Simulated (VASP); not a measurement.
# Al9H in VASP: further runs

Runs on Al9H. Level: PBE. Tasks: single point.

Everything below comes from runs of VASP 6.6.1. Logs are shortened: lines on timing, memory, paths and dates and some standing lists are left out, and cuts for length are marked.

## 1. The cell of the first run

The cell holds a slab with vacuum, 10 atoms: a = 2.854 Å, b = 9.808 Å, c = 21.790 Å, α = 90.00°, β = 90.00°, γ = 98.37°.

## 2. Single point, PBE

The input, INCAR:

```
PREC = Accurate ; ENCUT = 520
EDIFF = 1E-6 ; ISMEAR = 0
SIGMA = 0.1 ; LREAL = False
LASPH = True ; NELM = 100
ALGO = Normal ; ISIF = 2
LWAVE = False ; LCHARG = True
LDIPOL = True ; IDIPOL = 3
DIPOL = 0.5 0.5 0.311 ; GGA = PE
LELF = True ; LVHAR = True
LVACPOTAV = True ; NBANDS = 25
```

The input, KPOINTS:

```
Automatic mesh
0
Gamma
  9 3 1
```

The input, POSCAR:

```
Al9H
1.0
    2.8543223330      0.0000000000      0.0000000000
   -1.4271611665      9.7033329366      0.0000000000
    0.0000000000      0.0000000000     21.7902708969
Al H
9 1
Direct
    0.5324485604      0.0648971207      0.1835681630
    0.6709687938      0.3419375876      0.2292758741
    0.2986728405      0.5973456810      0.2384174163
    0.9263768872      0.8527537744      0.2475589585
    0.0639738222      0.1277383808      0.2937147080
    0.1995905480      0.4042696935      0.3452583266
    0.8288544886      0.6597110299      0.3524478004
    0.4526361687      0.9111292155      0.3607640453
    0.5925232094      0.1814597089      0.4034034702
    0.8425232094      0.4314597089      0.4575560783
```

Potentials or basis: VASP PAW PBE potentials, release 64 (Al, H).

Launch:

```bash
$ cat potpaw_PBE.64/Al/POTCAR potpaw_PBE.64/H/POTCAR > POTCAR
$ mpirun -np 1 vasp_std > vasp.out
```

OUTCAR:

```text
PREC = Accurate
   ENCUT = 520
   EDIFF = 1E-6
   ISMEAR = 0
   LREAL = False
   LASPH = True
   NELM = 100
   ISIF = 2
   GGA = PE

 ion  position               nearest neighbor table
   1  0.532  0.065  0.184-   5 2.86   5 2.86   2 2.87   4 2.87   4 2.87
   2  0.671  0.342  0.229-   1 2.87   3 2.87   3 2.87   5 2.89   5 2.89   6 2.96   6 2.97
   3  0.299  0.597  0.238-   4 2.87   4 2.87   2 2.87   2 2.87   7 2.93   7 2.93   6 2.99
   4  0.926  0.853  0.248-   5 2.85   3 2.87   3 2.87   1 2.87   1 2.87   8 2.90   8 2.91   7 2.96

   5  0.064  0.128  0.294-   9 2.83   9 2.83   4 2.85   1 2.86   1 2.86   2 2.89   2 2.89   6 2.91
                             8 2.93   8 2.93
   6  0.200  0.404  0.345-   7 2.86   7 2.87   9 2.88   9 2.89   5 2.91   2 2.96   2 2.97   3 2.99

   7  0.829  0.660  0.352-   8 2.83   8 2.83   6 2.86   6 2.87   3 2.93   3 2.93   4 2.96
   8  0.453  0.911  0.361-   9 2.78   7 2.83   7 2.83   4 2.90   4 2.91   5 2.93   5 2.93
   9  0.593  0.181  0.403-   8 2.78   5 2.83   5 2.83   6 2.88   6 2.89
  10  0.843  0.431  0.458-

  LATTYP: Found a base centered orthorhombic cell.
 ALAT       =     2.8543223330
 B/A-ratio  =     6.7990449603
 C/A-ratio  =     7.6341311018

  Lattice vectors:

 A1 = (   1.4271611665,  -9.7033329366,   0.0000000000)
 A2 = (   1.4271611665,   9.7033329366,   0.0000000000)
 A3 = (   0.0000000000,   0.0000000000,  21.7902708969)

Analysis of symmetry for initial positions (statically):
=====================================================================
 Subroutine PRICEL returns:
 Original cell was already a primitive cell.

 Routine SETGRP: Setting up the symmetry group for a
 base centered orthorhombic supercell.

 Subroutine GETGRP returns: Found  1 space group operations
 (whereof  1 operations were pure point group operations)
 out of a pool of  8 trial point group operations.

The static configuration has the point symmetry C_1 .

Analysis of symmetry for dynamics (positions and initial velocities):
=====================================================================
 Subroutine PRICEL returns:
 Original cell was already a primitive cell.

 Routine SETGRP: Setting up the symmetry group for a
 base centered orthorhombic supercell.

 Subroutine GETGRP returns: Found  1 space group operations
 (whereof  1 operations were pure point group operations)
 out of a pool of  8 trial point group operations.

The dynamic configuration has the point symmetry C_1 .

 Subroutine INISYM returns: Found  1 space group operations
 (whereof  1 operations are pure point group operations),
 and found     1 'primitive' translations

----------------------------------------------------------------------------------------

                                     Primitive cell

  volume of cell :     603.5129

  direct lattice vectors                    reciprocal lattice vectors
     2.854322333  0.000000000  0.000000000     0.350345856  0.051528686  0.000000000
    -1.427161166  9.703332937  0.000000000     0.000000000  0.103057373  0.000000000
     0.000000000  0.000000000 21.790270897     0.000000000  0.000000000  0.045892041

  length of vectors
     2.854322333  9.807724460 21.790270897     0.354114987  0.103057373  0.045892041

  position of ions in fractional coordinates (direct lattice)
     0.532448560  0.064897121  0.183568163
     0.670968794  0.341937588  0.229275874
     0.298672840  0.597345681  0.238417416
     0.926376887  0.852753774  0.247558959
     0.063973822  0.127738381  0.293714708
     0.199590548  0.404269693  0.345258327
     0.828854489  0.659711030  0.352447800
     0.452636169  0.911129215  0.360764045
     0.592523209  0.181459709  0.403403470
     0.842523209  0.431459709  0.457556078

  ion indices of the primitive-cell ions
   primitive index   ion index
                 1           1
                 2           2
                 3           3
                 4           4
                 5           5
                 6           6
                 7           7
                 8           8
                 9           9
                10          10

----------------------------------------------------------------------------------------

 KPOINTS: Automatic mesh

Automatic generation of k-mesh.
 Grid dimensions read from file:
 generate k-points for:    9    3    1

 Generating k-lattice:

  Cartesian coordinates                     Fractional coordinates (reciprocal lattice)
     0.038927317  0.005725410  0.000000000     0.111111111  0.000000000  0.000000000
     0.000000000  0.034352458  0.000000000     0.000000000  0.333333333  0.000000000
     0.000000000  0.000000000  0.045892041     0.000000000  0.000000000  1.000000000

  Length of vectors
     0.039346110  0.034352458  0.045892041

  Shift w.r.t. Gamma in fractional coordinates (k-lattice)
     0.000000000  0.000000000  0.000000000

 -----------------------------------------------------------------------------
|                                                                             |
|           W    W    AA    RRRRR   N    N  II  N    N   GGGG   !!!           |
|           W    W   A  A   R    R  NN   N  II  NN   N  G    G  !!!           |
|           W    W  A    A  R    R  N N  N  II  N N  N  G       !!!           |
|           W WW W  AAAAAA  RRRRR   N  N N  II  N  N N  G  GGG   !            |
|           WW  WW  A    A  R   R   N   NN  II  N   NN  G    G                |
|           W    W  A    A  R    R  N    N  II  N    N   GGGG   !!!           |
|                                                                             |
|     Your reciprocal lattice and k-lattice belong to different lattice       |
|     classes:                                                                |
|                                                                             |
|        The reciprocal lattice is base centered orthorhombic,                |
|        whereas your k-lattice is simple monoclinic.                         |
|                                                                             |
|     Results are often still useful ...                                      |
|                                                                             |
 -----------------------------------------------------------------------------

 WARNING: IBZKPT: internal override: KBLOWUP is changed to .FALSE.
      ... skipping the blow-up phase ...

 Subroutine IBZKPT returns following result:
 ===========================================

 Found     14 irreducible k-points:

 Following reciprocal coordinates:
            Coordinates               Weight
  0.000000  0.000000  0.000000      1.000000
  0.111111  0.000000  0.000000      2.000000
  0.222222  0.000000  0.000000      2.000000
  0.333333 -0.000000  0.000000      2.000000
  0.444444  0.000000  0.000000      2.000000
  0.000000  0.333333  0.000000      2.000000
  0.111111  0.333333  0.000000      2.000000
  0.222222  0.333333  0.000000      2.000000
  0.333333  0.333333  0.000000      2.000000
  0.444444  0.333333  0.000000      2.000000
 -0.444444  0.333333  0.000000      2.000000
 -0.333333  0.333333  0.000000      2.000000
 -0.222222  0.333333  0.000000      2.000000
 -0.111111  0.333333  0.000000      2.000000
   k-points           NKPTS =     14   k-points in BZ     NKDIM =     14   number of bands    NBANDS=     25
   number of dos      NEDOS =    301   number of ions     NIONS =     10
   total plane-waves  NPLWV = 311040
   dimension x,y,z NGX =    24 NGY =   80 NGZ =  162
   dimension x,y,z NGXF=    48 NGYF=  160 NGZF=  324
   ions per type =               9   1
   NGX,Y,Z   is equivalent  to a cutoff of  13.98, 13.56, 12.36 a.u.
   NGXF,Y,Z  is equivalent  to a cutoff of  27.96, 27.12, 24.72 a.u.
 SYSTEM =  unknown system
   PREC   = accura    normal or accurate (medium, high low for compatibility)
   ISTART =      0    job   : 0-new  1-cont  2-samecut
   ICHARG =      2    charge: 1-file 2-atom 10-const
   ISPIN  =      1    spin polarized calculation?
   LNONCOLLINEAR =      F non collinear calculations
   LSORBIT =      F    spin-orbit coupling
   LASPH  =      T    aspherical Exc in radial PAW
   ENCUT  =  520.0 eV  38.22 Ry    6.18 a.u.   5.31 18.24 40.52*2*pi/ulx,y,z
   NELM   =    100;   NELMIN=  2; NELMDL= -5     # of ELM steps
   EDIFF  = 0.1E-05   stopping-criterion for ELM
   LREAL  =      F    real-space projection
   EDIFFG = 0.1E-04   stopping-criterion for IOM
   NSW    =      0    number of steps for IOM
   IBRION =     -1    ionic relax: 0-MD 1-quasi-New 2-CG
   NFREE  =      0    steps in history (QN), initial steepest desc. (CG)
   ISIF   =      2    stress and relaxation
   ISYM   =      2    0-nonsym 1-usesym 2-fastsym
   POTIM  = 0.5000    time-step for ionic-motion
   TEBEG  =    0.0;   TEEND  =   0.0 temperature during run
   PSTRESS=    0.0 pullay stress
   NELECT =      28.0000    total number of electrons
   NUPDOWN=      -1.0000    fix difference up-down
   EMIN   =  10.00;   EMAX   =-10.00  energy-range for DOS
   EFERMI =   0.00;   METHOD = LEGACY
   ISMEAR =     0;   SIGMA  =   0.10  broadening in eV -4-tet -1-fermi 0-gaus
   EFERMI_NEDOS =   21; number of points for ismear=-14 and -15
   IALGO  =     38    algorithm
   IMIX   =      4    mixing-type and parameters
     AMIX     =   0.40;   BMIX     =  1.00
     AMIX_MAG =   1.60;   BMIX_MAG =  1.00
  volume/ion in A,a.u.               =      60.35       407.27
  Fermi-wavevector in a.u.,A,eV,Ry     =   0.588255  1.111640  4.708207  0.346043
  Thomas-Fermi vector in A             =   1.635447
   LORBIT       =      0    0 simple, 1 ext, 2 COOP (PROOUT), +10 PAW based schemes
   GGA     = PE    functional components
   LHFCALC =     F    Hartree Fock is set to
   AEXX    =    0.0000 exact exchange contribution
   IVDW    =     0    specifies the selected vdW correction
   LEPSILON=     F    determine dielectric tensor
   LRPA    =     F    only Hartree local field effects (RPA)
 non-spin polarized calculation
 Gauss-broadening in eV      SIGMA  =   0.10
  energy-cutoff  :      520.00
  volume of cell :      603.51
 maximum number of plane-waves:     16329
 NGX is ok and might be reduce to    24
   NGX = 11   NGY = 37   NGZ = 81

 dipolmoment           0.000000      0.000000     -0.079503 electrons x Angstroem

 number of electron      28.0000000 magnetization

 dipolmoment           0.000000      0.000000      0.127781 electrons x Angstroem

 Free energy of the ion-electron system (eV)
  ---------------------------------------------------
  ext. energy  EPLUGINS =         0.00000000
  ---------------------------------------------------
  free energy    TOTEN  =       -32.26584864 eV

  energy without entropy =      -32.24191582  energy(sigma->0) =      -32.25388223

 E-fermi :  -1.4377     XC(G=0):  -3.5628

 val. band max:       -1.4426557787   @ k =  -0.3333   0.3333   0.0000
 cond. band min:      -1.4140779644   @ k =   0.4444   0.0000   0.0000
 fundamental gap:      0.0285778143
 Fermi energy:        -1.4376975874

 k-point     1 :       0.0000    0.0000    0.0000
  band No.  band energies     occupation
      1     -11.4606      2.00000
      2      -9.9200      2.00000
      3      -9.8115      2.00000
      4      -9.1636      2.00000
      5      -7.3897      2.00000
      6      -7.3057      2.00000
[... 17 lines left out ...]
     24       3.1310      0.00000
     25       3.3420      0.00000

 k-point     2 :       0.1111    0.0000    0.0000
  band No.  band energies     occupation
      1     -11.2330      2.00000
      2      -9.8164      2.00000
      3      -9.4648      2.00000
      4      -8.9393      2.00000
      5      -7.2809      2.00000
      6      -6.9680      2.00000
[... 328 lines left out ...]
 k-point    14 :      -0.1111    0.3333    0.0000
  band No.  band energies     occupation
      1     -11.1319      2.00000
      2     -10.3616      2.00000
      3      -8.9158      2.00000
      4      -8.6609      2.00000
      5      -7.7419      2.00000
      6      -6.6672      2.00000
[... 17 lines left out ...]
     24       2.9855      0.00000
     25       3.1189      0.00000

------------------------ aborting loop because EDIFF is reached ----------------------------------------

  FORCE on cell =-STRESS in cart. coord.  units (eV):
  Direction    XX          YY          ZZ          XY          YZ          ZX
  --------------------------------------------------------------------------------------
  -------------------------------------------------------------------------------------
  Total       -6.8583817     -7.2702839     -1.2269788      0.8652976     -0.9186461      0.2110742
  in kB      -18.2073044    -19.3008029     -3.2573247      2.2971507     -2.4387777      0.5603497
  external PRESSURE =     -13.5884773 kB  Pullay stress =       0.0000000 kB

 VOLUME and BASIS-vectors are now :
 -----------------------------------------------------------------------------
  energy-cutoff  :      520.00
  volume of cell :      603.51
      direct lattice vectors                 reciprocal lattice vectors
     2.854322333  0.000000000  0.000000000     0.350345856  0.051528686  0.000000000
    -1.427161166  9.703332937  0.000000000     0.000000000  0.103057373  0.000000000
     0.000000000  0.000000000 21.790270897     0.000000000  0.000000000  0.045892041

 POSITION                                       TOTAL-FORCE (eV/Angst)
 -----------------------------------------------------------------------------------
      1.42716      0.62972      4.00000        -0.003241      0.187602      0.006974
      1.42716      3.31793      4.99598         0.025147     -0.039559     -0.078748
     -0.00000      5.79624      5.19518        -0.016968      0.000520     -0.035078
      1.42716      8.27455      5.39438         0.014867     -0.190757     -0.202535
      0.00030      1.23949      6.40012        -0.010601      0.062992      0.028937
     -0.00726      3.92276      7.52327        -0.170420      0.185272      0.639883
      1.42430      6.40140      7.67993         0.013066     -0.129785      0.171473
     -0.00836      8.84099      7.86115         0.000507     -0.022479      0.070407
      1.43228      1.76076      8.79027         0.101779      0.450140      0.380414
      1.78907      4.18660      9.97027         0.045864     -0.503947     -0.981726
 -----------------------------------------------------------------------------------
    total drift:                               -0.000051     -0.000040      0.000075

  FREE ENERGIE OF THE ION-ELECTRON SYSTEM (eV)
  ---------------------------------------------------
  free  energy   TOTEN  =       -32.2658486437 eV

  energy  without entropy=      -32.2419158245  energy(sigma->0) =      -32.25388223

 vacuum level on the upper side and lower side of the slab         3.647         2.812
```

Run time: 7.7 min. Hardware: 1 thread of Intel Xeon Platinum 8488C (Sapphire Rapids), shared host; peak memory 0.68 GiB.

Results:

| Item | Value |
| --- | --- |
| Free energy | -32.2658 eV |
| Largest force | 1.104 eV/Å |
| Band gap on the k mesh | zero (band 14 reaches -1.10 eV, above the bottom of band 15 at -1.77 eV) |

Forces on the atoms (eV/Å):
```
Al  -0.003  0.188  0.007
Al   0.025 -0.040 -0.079
Al  -0.017  0.001 -0.035
Al   0.015 -0.191 -0.203
Al  -0.011  0.063  0.029
Al  -0.170  0.185  0.640
Al   0.013 -0.130  0.171
Al   0.001 -0.022  0.070
Al   0.102  0.450  0.380
H    0.046 -0.504 -0.982
```

(Continued in part 2 of 2.)
